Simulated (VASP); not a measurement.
# MgO (P6_3mc) in VASP: settings compared

MgO is run at these levels: PBEsol, LDA; tasks: single point.

All numbers are computed with VASP 6.6.1; they aren't measurements. Logs are shortened: lines on timing, memory, paths and dates and some standing lists are left out, and cuts for length are marked.

### Step 1. The cell of the first run

It takes space group P6_3mc (No. 186, hexagonal). The conventional cell has a = 3.240 Å, b = 3.240 Å, c = 4.881 Å, α = 90.00°, β = 90.00°, γ = 120.00°. Mg (site symmetry 3m) has 4 O at 1.93 to 1.95 Å within 2.6 Å. Within 2.6 Å of O (site symmetry 3m) lie 4 Mg at 1.93 to 1.95 Å.

### Step 2. Single point, PBEsol (volume scaled by 0.94)

The input, INCAR:

```
SYSTEM = MgO
PREC = Accurate ; ENCUT = 520
EDIFF = 1E-6 ; ISMEAR = -1
SIGMA = 0.05 ; LREAL = .False.
LASPH = .True. ; NELM = 100
ALGO = Normal ; ISIF = 2
LWAVE = .False. ; LCHARG = .False.
GGA = PS ; NBANDS = 16
```

The input, KPOINTS:

```
Automatic mesh
0
Gamma
  9 9 6
  0 0 0
```

The input, POSCAR:

```
MgO
1.0
    3.2402621826      0.0000000000      0.0000000000
   -1.6201310913      2.8061493650      0.0000000000
    0.0000000000      0.0000000000      4.8811616653
Mg O
2 2
Direct
    0.6666666667      0.3333333333      0.5021597400
    0.3333333333      0.6666666667      0.0021597400
    0.6666666667      0.3333333333      0.9024402600
    0.3333333333      0.6666666667      0.4024402600
```

Potentials or basis: VASP PAW PBE potentials, release 64 (Mg, O).

Command:

```
$ cat potpaw_PBE.64/Mg/POTCAR potpaw_PBE.64/O/POTCAR > POTCAR
$ mpirun -np 1 vasp_std > vasp.out
```

OUTCAR:

```text
SYSTEM = MgO
   PREC = Accurate
   ENCUT = 520
   EDIFF = 1E-6
   ISMEAR = -1
   LREAL = .False.
   LASPH = .True.
   NELM = 100
   ISIF = 2
   GGA = PS

 ion  position               nearest neighbor table
   1  0.667  0.333  0.502-   4 1.93   4 1.93   4 1.93   3 1.95   2 3.08   2 3.08   2 3.08   2 3.08
                             2 3.08   2 3.08
   2  0.333  0.667  0.002-   3 1.93   3 1.93   3 1.93   4 1.95   1 3.08   1 3.08   1 3.08   1 3.08
                             1 3.08   1 3.08
   3  0.667  0.333  0.902-   2 1.93   2 1.93   2 1.93   1 1.95
   4  0.333  0.667  0.402-   1 1.93   1 1.93   1 1.93   2 1.95

  LATTYP: Found a hexagonal cell.
 ALAT       =     3.2402621826
 C/A-ratio  =     1.5064094787

  Lattice vectors:

 A1 = (   3.2402621826,   0.0000000000,   0.0000000000)
 A2 = (  -1.6201310913,   2.8061493650,   0.0000000000)
 A3 = (   0.0000000000,   0.0000000000,   4.8811616653)

Analysis of symmetry for initial positions (statically):
=====================================================================
 Subroutine PRICEL returns:
 Original cell was already a primitive cell.

 Routine SETGRP: Setting up the symmetry group for a
 hexagonal supercell.

 Subroutine GETGRP returns: Found 12 space group operations
 (whereof  6 operations were pure point group operations)
 out of a pool of 24 trial point group operations.

The static configuration has the point symmetry C_3v.
 The point group associated with its full space group is C_6v.

Analysis of symmetry for dynamics (positions and initial velocities):
=====================================================================
 Subroutine PRICEL returns:
 Original cell was already a primitive cell.

 Routine SETGRP: Setting up the symmetry group for a
 hexagonal supercell.

 Subroutine GETGRP returns: Found 12 space group operations
 (whereof  6 operations were pure point group operations)
 out of a pool of 24 trial point group operations.

The dynamic configuration has the point symmetry C_3v.
 The point group associated with its full space group is C_6v.

 Subroutine INISYM returns: Found 12 space group operations
 (whereof  6 operations are pure point group operations),
 and found     1 'primitive' translations

----------------------------------------------------------------------------------------

                                     Primitive cell

  volume of cell :      44.3827

  direct lattice vectors                    reciprocal lattice vectors
     3.240262183  0.000000000  0.000000000     0.308617002  0.178180109  0.000000000
    -1.620131091  2.806149365  0.000000000     0.000000000  0.356360218  0.000000000
     0.000000000  0.000000000  4.881161665     0.000000000  0.000000000  0.204869264

  length of vectors
     3.240262183  3.240262183  4.881161665     0.356360218  0.356360218  0.204869264

  position of ions in fractional coordinates (direct lattice)
     0.666666667  0.333333333  0.502159740
     0.333333333  0.666666667  0.002159740
     0.666666667  0.333333333  0.902440260
     0.333333333  0.666666667  0.402440260

  ion indices of the primitive-cell ions
   primitive index   ion index
                 1           1
                 2           2
                 3           3
                 4           4

----------------------------------------------------------------------------------------

 KPOINTS: Automatic mesh

Automatic generation of k-mesh.
 Grid dimensions read from file:
 generate k-points for:    9    9    6

 Generating k-lattice:

  Cartesian coordinates                     Fractional coordinates (reciprocal lattice)
     0.034290778  0.019797790  0.000000000     0.111111111  0.000000000  0.000000000
     0.000000000  0.039595580  0.000000000     0.000000000  0.111111111  0.000000000
     0.000000000  0.000000000  0.034144877     0.000000000  0.000000000  0.166666667

  Length of vectors
     0.039595580  0.039595580  0.034144877

  Shift w.r.t. Gamma in fractional coordinates (k-lattice)
     0.000000000  0.000000000  0.000000000

 Subroutine IBZKPT returns following result:
 ===========================================

 Found     48 irreducible k-points:

 Following reciprocal coordinates:
            Coordinates               Weight
  0.000000  0.000000  0.000000      1.000000
  0.111111  0.000000  0.000000      6.000000
  0.222222  0.000000  0.000000      6.000000
  0.333333  0.000000  0.000000      6.000000
  0.444444  0.000000  0.000000      6.000000
  0.111111  0.111111  0.000000      6.000000
[... 16 lines left out ...]
  0.333333  0.222222  0.166667     24.000000
  0.333333  0.333333  0.166667      4.000000
 [... further k-points ...]
   k-points           NKPTS =     48   k-points in BZ     NKDIM =     48   number of bands    NBANDS=     16
   number of dos      NEDOS =    301   number of ions     NIONS =      4
   total plane-waves  NPLWV =  20736
   dimension x,y,z NGX =    24 NGY =   24 NGZ =   36
   dimension x,y,z NGXF=    48 NGYF=   48 NGZF=   72
   ions per type =               2   2
   NGX,Y,Z   is equivalent  to a cutoff of  12.31, 12.31, 12.26 a.u.
   NGXF,Y,Z  is equivalent  to a cutoff of  24.63, 24.63, 24.52 a.u.
 SYSTEM =  MgO
   PREC   = accura    normal or accurate (medium, high low for compatibility)
   ISTART =      0    job   : 0-new  1-cont  2-samecut
   ICHARG =      2    charge: 1-file 2-atom 10-const
   ISPIN  =      1    spin polarized calculation?
   LNONCOLLINEAR =      F non collinear calculations
   LSORBIT =      F    spin-orbit coupling
   LASPH  =      T    aspherical Exc in radial PAW
   ENCUT  =  520.0 eV  38.22 Ry    6.18 a.u.   6.02  6.02  9.08*2*pi/ulx,y,z
   NELM   =    100;   NELMIN=  2; NELMDL= -5     # of ELM steps
   EDIFF  = 0.1E-05   stopping-criterion for ELM
   LREAL  =      F    real-space projection
   EDIFFG = 0.1E-04   stopping-criterion for IOM
   NSW    =      0    number of steps for IOM
   IBRION =     -1    ionic relax: 0-MD 1-quasi-New 2-CG
   NFREE  =      0    steps in history (QN), initial steepest desc. (CG)
   ISIF   =      2    stress and relaxation
   ISYM   =      2    0-nonsym 1-usesym 2-fastsym
   POTIM  = 0.5000    time-step for ionic-motion
   TEBEG  =    0.0;   TEEND  =   0.0 temperature during run
   PSTRESS=    0.0 pullay stress
   NELECT =      16.0000    total number of electrons
   NUPDOWN=      -1.0000    fix difference up-down
   EMIN   =  10.00;   EMAX   =-10.00  energy-range for DOS
   EFERMI =   0.00;   METHOD = LEGACY
   ISMEAR =    -1;   SIGMA  =   0.05  broadening in eV -4-tet -1-fermi 0-gaus
   EFERMI_NEDOS =   21; number of points for ismear=-14 and -15
   IALGO  =     38    algorithm
   IMIX   =      4    mixing-type and parameters
     AMIX     =   0.40;   BMIX     =  1.00
     AMIX_MAG =   1.60;   BMIX_MAG =  1.00
  volume/ion in A,a.u.               =      11.10        74.88
  Fermi-wavevector in a.u.,A,eV,Ry     =   1.165136  2.201789 18.470493  1.357543
  Thomas-Fermi vector in A             =   2.301666
   LORBIT       =      0    0 simple, 1 ext, 2 COOP (PROOUT), +10 PAW based schemes
   GGA     = PS    functional components
   LHFCALC =     F    Hartree Fock is set to
   AEXX    =    0.0000 exact exchange contribution
   IVDW    =     0    specifies the selected vdW correction
   LEPSILON=     F    determine dielectric tensor
   LRPA    =     F    only Hartree local field effects (RPA)
 non-spin polarized calculation
  energy-cutoff  :      520.00
  volume of cell :       44.38
 maximum number of plane-waves:      1215
   NGX = 13   NGY = 13   NGZ = 19

 number of electron      16.0000008 magnetization

 Free energy of the ion-electron system (eV)
  ---------------------------------------------------
  ext. energy  EPLUGINS =         0.00000000
  ---------------------------------------------------
  free energy    TOTEN  =       -24.47293184 eV

  energy without entropy =      -24.47293184  energy(sigma->0) =      -24.47293184

 E-fermi :   2.3653     XC(G=0): -10.2551

 val. band max:        1.3850731032   @ k =   0.0000   0.0000   0.0000
 cond. band min:       5.0726923915   @ k =   0.0000   0.0000   0.0000
 fundamental gap:      3.6876192882
 Fermi energy:         2.3653023518

 k-point     1 :       0.0000    0.0000    0.0000
  band No.  band energies     occupation
      1     -15.0263      2.00000
      2     -14.0834      2.00000
      3      -2.1493      2.00000
      4       0.5507      2.00000
      5       0.5507      2.00000
      6       0.9052      2.00000
[... 8 lines left out ...]
     15      18.3923      0.00000
     16      18.3923      0.00000

 k-point     2 :       0.1111    0.0000    0.0000
  band No.  band energies     occupation
      1     -14.9556      2.00000
      2     -14.0601      2.00000
      3      -2.0224      2.00000
      4       0.2279      2.00000
      5       0.4633      2.00000
      6       0.5231      2.00000
[... 8 lines left out ...]
     15      18.0531      0.00000
     16      18.1601      0.00000

 k-point     3 :       0.2222    0.0000    0.0000
  band No.  band energies     occupation
      1     -14.7646      2.00000
      2     -14.0073      2.00000
      3      -1.6649      2.00000
      4      -0.6185      2.00000
      5      -0.0613      2.00000
      6       0.2815      2.00000
[... 8 lines left out ...]
     15      17.0485      0.00000
     16      17.2520      0.00000

 k-point     4 :       0.3333    0.0000    0.0000
  band No.  band energies     occupation
      1     -14.5153      2.00000
      2     -13.9692      2.00000
      3      -1.4461      2.00000
      4      -1.1271      2.00000
      5      -0.5764      2.00000
      6       0.1076      2.00000
[... 8 lines left out ...]
     15      16.4582      0.00000
     16      17.5015      0.00000
[... 324 lines left out ...]
 k-point    22 :       0.2222    0.2222    0.1667
  band No.  band energies     occupation
      1     -14.3617      2.00000
      2     -13.9915      2.00000
      3      -1.4608      2.00000
      4      -1.3018      2.00000
      5      -0.2334      2.00000
      6      -0.1889      2.00000
[... 8 lines left out ...]
     15      15.8560      0.00000
     16      18.3913      0.00000

 k-point    23 :       0.3333    0.2222    0.1667
  band No.  band energies     occupation
      1     -14.1917      2.00000
      2     -14.0101      2.00000
      3      -1.6825      2.00000
      4      -1.0949      2.00000
      5      -0.6426      2.00000
      6       0.0407      2.00000
[... 8 lines left out ...]
     15      15.5077      0.00000
     16      18.4832      0.00000

 k-point    24 :       0.3333    0.3333    0.1667
  band No.  band energies     occupation
      1     -14.0748      2.00000
      2     -14.0748      2.00000
      3      -1.5353      2.00000
      4      -0.9596      2.00000
      5      -0.9596      2.00000
      6      -0.1454      2.00000
[... 8 lines left out ...]
     15      15.0908      0.00000
     16      19.4608      0.00000

 [... further k-points ...]

------------------------ aborting loop because EDIFF is reached ----------------------------------------

  FORCE on cell =-STRESS in cart. coord.  units (eV):
  Direction    XX          YY          ZZ          XY          YZ          ZX
  --------------------------------------------------------------------------------------
  -------------------------------------------------------------------------------------
  Total        2.5487171      2.5487171      2.1817353      0.0000000      0.0000000      0.0000000
  in kB       92.0064101     92.0064101     78.7586945      0.0000000      0.0000000      0.0000000
  external PRESSURE =      87.5905049 kB  Pullay stress =       0.0000000 kB

 VOLUME and BASIS-vectors are now :
 -----------------------------------------------------------------------------
  energy-cutoff  :      520.00
  volume of cell :       44.38
      direct lattice vectors                 reciprocal lattice vectors
     3.240262183  0.000000000  0.000000000     0.308617002  0.178180109  0.000000000
    -1.620131091  2.806149365  0.000000000     0.000000000  0.356360218  0.000000000
     0.000000000  0.000000000  4.881161665     0.000000000  0.000000000  0.204869264

 POSITION                                       TOTAL-FORCE (eV/Angst)
 -----------------------------------------------------------------------------------
      1.62013      0.93538      2.45112         0.000000     -0.000000     -0.054750
     -0.00000      1.87077      0.01054        -0.000000      0.000000     -0.054750
      1.62013      0.93538      4.40496        -0.000000      0.000000      0.054750
     -0.00000      1.87077      1.96438         0.000000      0.000000      0.054750
 -----------------------------------------------------------------------------------
    total drift:                               -0.000000      0.000000      0.000048

  FREE ENERGIE OF THE ION-ELECTRON SYSTEM (eV)
  ---------------------------------------------------
  free  energy   TOTEN  =       -24.4729318377 eV

  energy  without entropy=      -24.4729318376  energy(sigma->0) =      -24.47293184
```

Run time: 27 s. Hardware: 1 thread of Intel Xeon 8259CL, shared host; peak memory 0.17 GiB.

What came out:

```
Free energy            : -24.4729 eV
Pressure               : 8.8 GPa
Largest force          : 0.055 eV/Å
Band gap on the k mesh : 3.69 eV, direct
```

Forces in eV/Å, atoms in the order of the input:
```
Mg   0.000  0.000 -0.055
Mg   0.000  0.000 -0.055
O    0.000  0.000  0.055
O    0.000  0.000  0.055
```

Caveat: the PAW data sets were made with another functional, which shifts forces and pressure a little. A k mesh can miss the band edges.

[end of part 1 of 2]
